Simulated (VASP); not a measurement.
# Se (R-3m) in VASP: further runs, part 2 of 2

VASP 6.6.1. Earlier steps stand in the parts before.

**4. Single point, PBEsol**

This run uses another cell than the first one, of 11.77 Å³/atom, 1.083 times its volume.

Input file INCAR:

```
ALGO = Normal ; EDIFF = 1E-6
ENCUT = 520 ; GGA = PS
ISIF = 2 ; ISMEAR = -1
LASPH = T ; LCHARG = F
LREAL = F ; LWAVE = F
NBANDS = 9 ; NELM = 60
PREC = Accurate ; SIGMA = 0.05
```

Input file KPOINTS:

```
k-points
0
Gamma
  16 16 16
```

Input file POSCAR:

```
Se
1.0
    1.9503318524      1.1260243482      0.8932692121
   -1.9503318524      1.1260243482      0.8932692121
    0.0000000000     -2.2520497097      0.8932692121
Se
1
Direct
    0.0000000000      0.0000000000      0.0000000000
```

Potentials or basis: VASP PAW PBE potentials, release 64 (Se).

Command:

```sh
cat potpaw_PBE.64/Se/POTCAR > POTCAR
mpirun -np 1 vasp_std > vasp.out
```

OUTCAR:

```text
EDIFF = 1E-6
   ENCUT = 520
   GGA = PS
   ISIF = 2
   ISMEAR = -1
   LASPH = T
   LREAL = F
   NELM = 60
   PREC = Accurate

 ion  position               nearest neighbor table
   1  0.000  0.000  0.000-

  LATTYP: Found a trigonal (rhomboedric) cell.
 ALAT       =     2.4227376623
 COS(alpha) =    -0.2960876750

  Lattice vectors:

 A1 = (   1.9503318524,   1.1260243482,   0.8932692121)
 A2 = (  -1.9503318524,   1.1260243482,   0.8932692121)
 A3 = (   0.0000000000,  -2.2520497097,   0.8932692121)

Analysis of symmetry for initial positions (statically):
=====================================================================
 Subroutine PRICEL returns:
 Original cell was already a primitive cell.

 Routine SETGRP: Setting up the symmetry group for a
 trigonal (rhombohedral) supercell.

 Subroutine GETGRP returns: Found 12 space group operations
 (whereof 12 operations were pure point group operations)
 out of a pool of 12 trial point group operations.

The static configuration has the point symmetry D_3d.

Analysis of symmetry for dynamics (positions and initial velocities):
[... 155 lines left out ...]

 E-fermi :  13.9760     XC(G=0): -13.3093

 val. band max:       13.9659561616   @ k =   0.2500   0.1875   0.0625
 cond. band min:      14.0101928727   @ k =  -0.4375   0.3125   0.3125
 fundamental gap:      0.0442367111
 Fermi energy:        13.9760232591

 k-point     1 :       0.0000    0.0000    0.0000
  band No.  band energies     occupation
      1      -9.0540      2.00000
      2      19.1738      0.00000
      3      21.3468      0.00000
      4      21.3468      0.00000
      5      26.2974      0.00000
      6      26.2974      0.00000
      7      28.6183      0.00000
      8      32.3690      0.00000
      9      32.3692      0.00000
[... 265 lines left out ...]
 k-point    24 :      -0.0625    0.0625    0.0000
  band No.  band energies     occupation
      1      -8.9012      2.00000
      2      18.7573      0.00000
      3      20.4530      0.00000
      4      21.0012      0.00000
      5      26.6395      0.00000
      6      27.2684      0.00000
      7      27.4800      0.00000
      8      30.2889      0.00000
      9      30.8947      0.00000

 [... further k-points ...]
[... 5 lines left out ...]
  --------------------------------------------------------------------------------------
  -------------------------------------------------------------------------------------
  Total        9.6759884      9.6759895      9.2816307      0.0000000     -0.0000035      0.0000000
  in kB     1317.0912923   1317.0914466   1263.4115025      0.0000000     -0.0004777      0.0000000
  external PRESSURE =    1299.1980805 kB  Pullay stress =       0.0000000 kB

 VOLUME and BASIS-vectors are now :
 -----------------------------------------------------------------------------
  energy-cutoff  :      520.00
  volume of cell :       11.77
      direct lattice vectors                 reciprocal lattice vectors
     1.950331852  1.126024348  0.893269212     0.256366628  0.148013333  0.373161169
    -1.950331852  1.126024348  0.893269212    -0.256366628  0.148013333  0.373161169
     0.000000000 -2.252049710  0.893269212     0.000000000 -0.296026666  0.373161001

 POSITION                                       TOTAL-FORCE (eV/Angst)
 -----------------------------------------------------------------------------------
      0.00000      0.00000      0.00000         0.000000     -0.000000      0.000000
 -----------------------------------------------------------------------------------
    total drift:                               -0.000000      0.000000      0.000000

  FREE ENERGIE OF THE ION-ELECTRON SYSTEM (eV)
  ---------------------------------------------------
  free  energy   TOTEN  =        -1.4721786458 eV

  energy  without entropy=       -1.4695134591  energy(sigma->0) =       -1.47084605
```

stdout:

```text
POSCAR found type information on POSCAR Se
 POSCAR found :  1 types and       1 ions
 scaLAPACK will be used
 -----------------------------------------------------------------------------
|                                                                             |
|                                                                             |
|     You enforced a specific xc type in the INCAR file but a different       |
|     I HOPE YOU KNOW WHAT YOU ARE DOING!                                     |
|                                                                             |
 -----------------------------------------------------------------------------

 LDA part: xc-table for (Slater+PW92), standard interpolation
 POSCAR, INCAR and KPOINTS ok, starting setup
 FFT: planning ... GRIDC
 FFT: planning ... GRID_SOFT
 FFT: planning ... GRID
 WAVECAR not read
 entering main loop
```

Wall time 11 s (1 thread of Intel Xeon 6975P-C (Granite Rapids), shared host); peak memory 0.15 GiB.

Results:

```
Free energy            : -1.4722 eV
Pressure               : 129.9 GPa
Band gap on the k mesh : zero (band 3 reaches 21.35 eV, above the bottom of band 4 at 6.47 eV)
```

Stress tensor (GPa, compression positive):
```
131.71   0.00   0.00
  0.00 131.71   0.00
  0.00   0.00 126.34
```

Caveat: the PAW data sets were made with another functional, which shifts forces and pressure a little.

**5. Single point, PBEsol**

This run uses another cell than the first one, of 12.22 Å³/atom, 1.125 times its volume.

Input file INCAR:

```
SYSTEM = Se
  PREC = Accurate
  ENCUT = 520
  EDIFF = 1E-7
  ISMEAR = -1
  SIGMA = 0.05
  LREAL = .FALSE.
  LASPH = .TRUE.
  NELM = 80
  ALGO = Normal
  ISIF = 2
  LWAVE = .FALSE.
  LCHARG = .FALSE.
  GGA = PS
  NBANDS = 9
```

Input file KPOINTS:

```
Automatic mesh
0
G
  16 16 16
  0 0 0
```

Input file POSCAR:

```
Se
1.0
    1.9750222184      1.1402793343      0.9045776178
   -1.9750222184      1.1402793343      0.9045776178
    0.0000000000     -2.2805596946      0.9045776178
Se
1
Direct
    0.0000000000      0.0000000000      0.0000000000
```

Command:

```sh
cat potpaw_PBE.64/Se/POTCAR > POTCAR
mpirun -np 1 vasp_std > vasp.out
```

It took 12 s on 1 thread of Intel Xeon 6975P-C (Granite Rapids), shared host; peak memory 0.15 GiB.

It converged, with:

* Free energy: -1.8114 eV
* Pressure: 110.6 GPa
* Band gap on the k mesh: zero (band 3 reaches 20.26 eV, above the bottom of band 4 at 6.07 eV)

Stress tensor (GPa, compression positive):
```
111.63   0.00   0.00
  0.00 111.63   0.00
  0.00   0.00 108.64
```

Levels at points of the mesh, in eV from the Fermi level:
```tsv
k point	band 1	band 2	band 3	band 4	band 5	band 6	band 7	band 8
(0.00, 0.00, 0.00)	-22.44	4.90	6.99	6.99	12.23	12.23	14.43	18.28
(0.50, 0.00, 0.00)	-15.84	-12.24	1.48	4.25	7.80	8.85	22.75	24.39
(0.50, 0.50, 0.00)	-14.03	-11.75	-1.40	4.45	4.91	9.44	19.94	21.38
(0.50, 0.50, 0.50)	-8.28	-6.35	-6.35	-4.52	1.06	1.06	23.91	24.02
```

Caveat: the PAW data sets were made with another functional, which shifts forces and pressure a little.

**6. Single point, PBEsol**

This run uses another cell than the first one, of 12.68 Å³/atom, 1.167 times its volume.

Input file INCAR:

```
PREC     = Accurate       # precision mode
ENCUT    = 520            # plane-wave cutoff, eV
EDIFF    = 1E-6           # SCF threshold, eV
ISMEAR   = -1             # smearing method
SIGMA    = 0.05           # smearing width, eV
LREAL    = False          # projectors in reciprocal space
LASPH    = True           # aspherical terms in the spheres
NELM     = 60             # most SCF steps
ALGO     = Normal         # electronic algorithm
ISIF     = 2              # what is computed and relaxed
LWAVE    = False          # write WAVECAR
LCHARG   = True           # write CHGCAR
GGA      = PS             # functional
LELF     = True           # ELF
LVHAR    = True         
NBANDS   = 9              # bands
```

Input file KPOINTS:

```
regular mesh
0
Gamma
  16 16 16
```

Input file POSCAR:

```
Se
1.0
    1.9991102292      1.1541865505      0.9156101395
   -1.9991102292      1.1541865505      0.9156101395
    0.0000000000     -2.3083741394      0.9156101395
Se
1
Direct
    0.0000000000      0.0000000000      0.0000000000
```

Potentials or basis: VASP PAW PBE potentials, release 64 (Se).

Command:

```sh
cat potpaw_PBE.64/Se/POTCAR > POTCAR
mpirun -np 1 vasp_std > vasp.out
```

Run time: 13 s. Hardware: 1 thread of Intel Xeon 6975P-C (Granite Rapids), shared host; peak memory 0.16 GiB.

It converged, with:

```yaml
Free_energy: -2.1001 eV
Pressure: 94.2 GPa
Band_gap_on_the_k_mesh: zero (band 3 reaches 19.24 eV, above the bottom of band 4 at 5.71 eV)
```

Stress tensor (GPa, compression positive):
```
94.49  0.00  0.00
 0.00 94.49  0.00
 0.00  0.00 93.55
```

Levels at points of the mesh, in eV from the Fermi level:
| k point | band 1 | band 2 | band 3 | band 4 | band 5 | band 6 |
| --- | --- | --- | --- | --- | --- | --- |
| (0.00, 0.00, 0.00) | -21.89 | 4.61 | 6.64 | 6.64 | 12.14 | 12.14 |
| (0.50, 0.00, 0.00) | -15.60 | -11.78 | 1.39 | 4.11 | 7.84 | 8.70 |
| (0.50, 0.50, 0.00) | -13.87 | -11.33 | -1.38 | 4.27 | 4.96 | 9.36 |
| (0.50, 0.50, 0.50) | -8.50 | -6.13 | -6.13 | -4.34 | 1.30 | 1.30 |

Caveat: the PAW data sets were made with another functional, which shifts forces and pressure a little.

**7. Summary**

| cell | gap on the mesh (eV) | pressure (GPa) |
| --- | --- | --- |
| a = 2.359 Å, angles 107.2°, 1 atom | none | 179.2 |
| a = 2.391 Å, angles 107.2°, 1 atom | none | 152.5 |
| a = 2.423 Å, angles 107.2°, 1 atom | none | 129.9 |
| a = 2.453 Å, angles 107.2°, 1 atom | none | 110.6 |
| a = 2.483 Å, angles 107.2°, 1 atom | none | 94.2 |

Alike in all rows: task single point; level PBEsol; potentials or basis VASP PAW PBE potentials, release 64 (Se); no spin polarisation; k mesh 16 × 16 × 16; cutoff (eV) 520; smearing fermi-dirac 0.05 eV.

Caveats: the PAW data sets were made with another functional, which shifts forces and pressure a little.

Total energies depend on the potentials used, so only differences within one code and one set of settings carry meaning.
